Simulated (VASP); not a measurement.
## Ag: single point with r2SCAN

Ag:

```
Ag
1.0
    -1.73844    1.73844    1.73844
     1.73844   -1.73844    1.73844
     1.73844    1.73844   -1.73844
Ag
1
Direct
  0.00000 0.00000 0.00000
```

This cell differs from its parent crystal: strain +0.050 along x and y, +0.050 along z.

```
Program                : VASP 6.6.1
Task                   : single point
Functional             : r2SCAN
Potentials or basis    : VASP PAW PBE potentials, release 64 (Ag)
Cutoff                 : 520 eV
k mesh                 : 20 × 20 × 20
Occupations            : gaussian, width 0.15 eV
Spin                   : no spin polarisation
Dipole correction      : no
Further INCAR settings : ALGO = Normal; EDIFF = 1e-07; NBANDS = 12
```

```
Pressure               : -11.0 GPa
Band gap on the k mesh : zero (an odd number of electrons rules out a gap without spin polarisation)
```

Levels at points of the mesh, in eV from the Fermi level:
| k point | band 1 | band 2 | band 3 | band 4 | band 5 | band 6 | band 7 | band 8 | band 9 | band 10 |
| --- | --- | --- | --- | --- | --- | --- | --- | --- | --- | --- |
| (0.00, 0.00, 0.00) | -6.53 | -4.62 | -4.62 | -4.62 | -3.67 | -3.67 | 17.72 | 17.72 | 17.72 | 21.18 |
| (0.50, 0.00, 0.00) | -5.61 | -5.17 | -3.71 | -3.60 | -2.96 | 0.45 | 3.11 | 12.92 | 13.12 | 18.01 |
| (0.50, 0.50, 0.50) | -5.59 | -5.59 | -3.13 | -3.13 | -3.13 | 6.56 | 6.56 | 6.56 | 10.40 | 12.09 |

Wall time 79 s on 1 thread of Intel(R) Xeon(R) 6975P-C (Granite Rapids), with other jobs on the host, peak memory 0.19 GiB.

Caveat: the cell differs from its parent crystal (strain +0.050 along x and y, +0.050 along z); the cell stands under tension; the PAW data sets were made with another functional, which shifts forces and pressure a little.
